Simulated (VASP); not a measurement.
# CaO (Fm-3m) in VASP: notebook, part 2 of 2

VASP 6.6.1. The steps go on from the part before.

## 3. Single point, PBE (volume scaled by 1.06)

INCAR

```
PREC     = Accurate       # precision mode
ENCUT    = 520            # plane-wave cutoff, eV
EDIFF    = 1E-6           # SCF threshold, eV
ISMEAR   = 0              # smearing method
SIGMA    = 0.02           # smearing width, eV
LREAL    = False          # projectors in reciprocal space
LASPH    = True           # aspherical terms in the spheres
NELM     = 100            # most SCF steps
ALGO     = Normal         # electronic algorithm
ISIF     = 2              # what is computed and relaxed
LWAVE    = False          # write WAVECAR
LCHARG   = True           # write CHGCAR
GGA      = PE             # functional
LELF     = True           # ELF
LVHAR    = True         
NBANDS   = 15             # bands
```

KPOINTS

```
regular mesh
0
Gamma
  8 8 8
```

POSCAR

```
CaO
1.0
    0.0000000000      2.4628675913      2.4628675913
    2.4628675913      0.0000000000      2.4628675913
    2.4628675913      2.4628675913      0.0000000000
Ca O
1 1
Direct
    0.0000000000      0.0000000000      0.0000000000
    0.5000000000      0.5000000000      0.5000000000
```

Potentials or basis: VASP PAW PBE potentials, release 64 (Ca_sv, O).

Started as:

```bash
cat potpaw_PBE.64/Ca_sv/POTCAR potpaw_PBE.64/O/POTCAR > POTCAR
mpirun -np 1 vasp_std > vasp.out
```

OUTCAR:

```text
PREC = Accurate
   ENCUT = 520
   EDIFF = 1E-6
   ISMEAR = 0
   LREAL = False
   LASPH = True
   NELM = 100
   ISIF = 2
   GGA = PE

 ion  position               nearest neighbor table
   1  0.000  0.000  0.000-   2 2.46   2 2.46   2 2.46   2 2.46   2 2.46   2 2.46
   2  0.500  0.500  0.500-   1 2.46   1 2.46   1 2.46   1 2.46   1 2.46   1 2.46

  LATTYP: Found a face centered cubic cell.
 ALAT       =     4.9257351826

  Lattice vectors:

 A1 = (   0.0000000000,   2.4628675913,   2.4628675913)
 A2 = (   2.4628675913,   0.0000000000,   2.4628675913)
[... 611 lines left out ...]
     12      10.3414      0.00000
     13      11.5782      0.00000
     14      13.1640      0.00000
     15      14.8335      0.00000

 [... further k-points ...]
[... 5 lines left out ...]
  --------------------------------------------------------------------------------------
  -------------------------------------------------------------------------------------
  Total       -0.9363554     -0.9363554     -0.9363554      0.0000000     -0.0000000      0.0000000
  in kB      -50.2109120    -50.2109120    -50.2109120      0.0000000     -0.0000000      0.0000000
  external PRESSURE =     -50.2109120 kB  Pullay stress =       0.0000000 kB

 VOLUME and BASIS-vectors are now :
 -----------------------------------------------------------------------------
  energy-cutoff  :      520.00
  volume of cell :       29.88
      direct lattice vectors                 reciprocal lattice vectors
     0.000000000  2.462867591  2.462867591    -0.203015380  0.203015380  0.203015380
     2.462867591  0.000000000  2.462867591     0.203015380 -0.203015380  0.203015380
     2.462867591  2.462867591  0.000000000     0.203015380  0.203015380 -0.203015380

 POSITION                                       TOTAL-FORCE (eV/Angst)
 -----------------------------------------------------------------------------------
      0.00000      0.00000      0.00000        -0.000000      0.000000     -0.000000
      2.46287      2.46287      2.46287         0.000000     -0.000000      0.000000
 -----------------------------------------------------------------------------------
    total drift:                                0.000000      0.000000      0.000000

  FREE ENERGIE OF THE ION-ELECTRON SYSTEM (eV)
  ---------------------------------------------------
  free  energy   TOTEN  =       -12.7819974403 eV

  energy  without entropy=      -12.7819974403  energy(sigma->0) =      -12.78199744
```

stdout:

```text
POSCAR found type information on POSCAR CaO
 POSCAR found :  2 types and       2 ions
 scaLAPACK will be used
 LDA part: xc-table for (Slater+PW92), standard interpolation
 POSCAR, INCAR and KPOINTS ok, starting setup
 FFT: planning ... GRIDC
 FFT: planning ... GRID_SOFT
 FFT: planning ... GRID
 WAVECAR not read
 entering main loop
```

Wall time 13 s (1 thread of Intel Xeon Platinum 8259CL at 2.50GHz (Skylake/Cascade Lake), shared host); peak memory 0.16 GiB.

Results:

```
Free energy            : -12.7820 eV
Pressure               : -5.0 GPa
Band gap on the k mesh : 3.64 eV, indirect (least direct gap 4.03 eV)
```

Caveat: the cell differs from its parent crystal (volume scaled by 1.06). A k mesh can miss the band edges.

## 4. Single point, PBE (volume scaled by 1.10)

INCAR

```
SYSTEM = CaO
ALGO     = Normal         ! electronic algorithm
EDIFF    = 1E-7           ! SCF threshold, eV
ENCUT    = 520            ! plane-wave cutoff, eV
GGA      = PE             ! functional
ISIF     = 2              ! what is computed and relaxed
ISMEAR   = 0              ! smearing method
LASPH    = .TRUE.         ! aspherical terms in the spheres
LCHARG   = .FALSE.        ! write CHGCAR
LREAL    = .FALSE.        ! projectors in reciprocal space
LWAVE    = .FALSE.        ! write WAVECAR
NBANDS   = 15             ! bands
NELM     = 80             ! most SCF steps
PREC     = Accurate       ! precision mode
SIGMA    = 0.02           ! smearing width, eV
```

KPOINTS

```
k-points
0
G
  8 8 8
  0 0 0
```

POSCAR

```
CaO
1.0
    0.0000000000      2.4934653484      2.4934653484
    2.4934653484      0.0000000000      2.4934653484
    2.4934653484      2.4934653484      0.0000000000
Ca O
1 1
Direct
    0.0000000000      0.0000000000      0.0000000000
    0.5000000000      0.5000000000      0.5000000000
```

Started as:

```bash
cat potpaw_PBE.64/Ca_sv/POTCAR potpaw_PBE.64/O/POTCAR > POTCAR
mpirun -np 1 vasp_std > vasp.out
```

Wall time 14 s (1 thread of Intel Xeon Platinum 8259CL at 2.50GHz (Skylake/Cascade Lake), shared host); peak memory 0.16 GiB.

It converged, with:

| Item | Value |
| --- | --- |
| Free energy | -12.7376 eV |
| Pressure | -7.8 GPa |
| Band gap on the k mesh | 3.64 eV, indirect (least direct gap 3.87 eV) |

Levels at points of the mesh, in eV from the valence-band top:
```
           k point  band 5  band 6  band 7  band 8  band 9  band 10  band 11  band 12
(0.00, 0.00, 0.00)  -15.33    0.00    0.00    0.00    3.87     5.94     5.94     5.94
(0.50, 0.00, 0.00)  -14.52   -2.39   -1.00   -1.00    6.54     7.68     7.75     7.75
(0.50, 0.50, 0.00)  -15.10   -1.32   -0.39   -0.39    3.64     7.26     8.26     8.79
```

Caveat: the cell differs from its parent crystal (volume scaled by 1.10). A k mesh can miss the band edges.

## 5. Single point, r2SCAN

This run uses another cell than the first one, of 14.09 Å³/atom, 0.971 times its volume.

POSCAR

```
CaO
1.0
    0.0000000000      2.4154929568      2.4154929568
    2.4154929568      0.0000000000      2.4154929568
    2.4154929568      2.4154929568      0.0000000000
Ca O
1 1
Direct
    0.0000000000      0.0000000000      0.0000000000
    0.5000000000      0.5000000000      0.5000000000
```

INCAR.step1

```
SYSTEM = CaO
PREC     = Accurate       ! precision mode
ENCUT    = 520            ! plane-wave cutoff, eV
ISMEAR   = 0              ! smearing method
SIGMA    = 0.02           ! smearing width, eV
LREAL    = .False.        ! projectors in reciprocal space
LASPH    = .True.         ! aspherical terms in the spheres
NELM     = 80             ! most SCF steps
NBANDS   = 15             ! bands
GGA      = PE             ! functional
ALGO     = Normal         ! electronic algorithm
EDIFF    = 1E-4           ! SCF threshold, eV
LWAVE    = .True.         ! write WAVECAR
LCHARG   = .False.        ! write CHGCAR
```

INCAR.step2

```
SYSTEM = CaO
PREC     = Accurate       ! precision mode
ENCUT    = 520            ! plane-wave cutoff, eV
EDIFF    = 1E-7           ! SCF threshold, eV
ISMEAR   = 0              ! smearing method
SIGMA    = 0.02           ! smearing width, eV
LREAL    = .False.        ! projectors in reciprocal space
LASPH    = .True.         ! aspherical terms in the spheres
NELM     = 80             ! most SCF steps
ALGO     = Normal         ! electronic algorithm
ISIF     = 2              ! what is computed and relaxed
LWAVE    = .False.        ! write WAVECAR
LCHARG   = .False.        ! write CHGCAR
METAGGA  = R2SCAN         ! meta-GGA
LMIXTAU  = .True.       
NBANDS   = 15             ! bands
ISTART   = 1
```

KPOINTS

```
Automatic mesh
0
Gamma
  8 8 8
  0 0 0
```

Started as:

```bash
cat potpaw_PBE.64/Ca_sv/POTCAR potpaw_PBE.64/O/POTCAR > POTCAR
cp INCAR.step1 INCAR
mpirun -np 1 vasp_std > vasp.out
cp INCAR.step2 INCAR
mpirun -np 1 vasp_std > vasp.out
```

It took 63 s on 1 thread of Intel Xeon Platinum 8259CL at 2.50GHz (Skylake/Cascade Lake), shared host; peak memory 0.17 GiB.

The run converged. Its results:

```
Free energy            : -19.4528 eV
Pressure               : -1.5 GPa
Band gap on the k mesh : 4.19 eV, indirect (least direct gap 4.57 eV)
```

Levels at points of the mesh, in eV from the valence-band top:
```
           k point  band 4  band 5  band 6  band 7  band 8  band 9  band 10  band 11  band 12  band 13
(0.00, 0.00, 0.00)  -19.02  -16.44    0.00    0.00    0.00    5.30     6.81     6.81     6.81     8.38
(0.50, 0.00, 0.00)  -19.07  -15.23   -2.57   -1.17   -1.17    7.62     8.96     8.96     9.09    11.06
(0.50, 0.50, 0.00)  -19.24  -16.22   -1.30   -0.38   -0.38    4.19     8.65     9.54    10.13    10.13
```

Caveat: the PAW data sets were made with another functional, which shifts forces and pressure a little. r2SCAN opens gaps a little over a GGA but as a rule still falls short of measured ones.

## 6. The runs side by side

```csv
level,cell,gap on the mesh (eV),pressure (GPa)
PBE,"a = 3.450 Å, angles 60.0°, 2 atoms",3.64,-2.5
PBE,"a = 3.483 Å, angles 60.0°, 2 atoms",3.64,-5.0
PBE,"a = 3.526 Å, angles 60.0°, 2 atoms",3.64,-7.8
r2SCAN,"a = 3.416 Å, angles 60.0°, 2 atoms",4.19,-1.5
```

Alike in all rows: task single point; potentials or basis VASP PAW PBE potentials, release 64 (Ca_sv, O); no spin polarisation; k mesh 8 × 8 × 8; cutoff (eV) 520; smearing gaussian 0.02 eV.

Caveats: the PAW data sets were made with another functional, which shifts forces and pressure a little (some runs).

Total energies depend on the potentials used, so only differences within one code and one set of settings carry meaning.
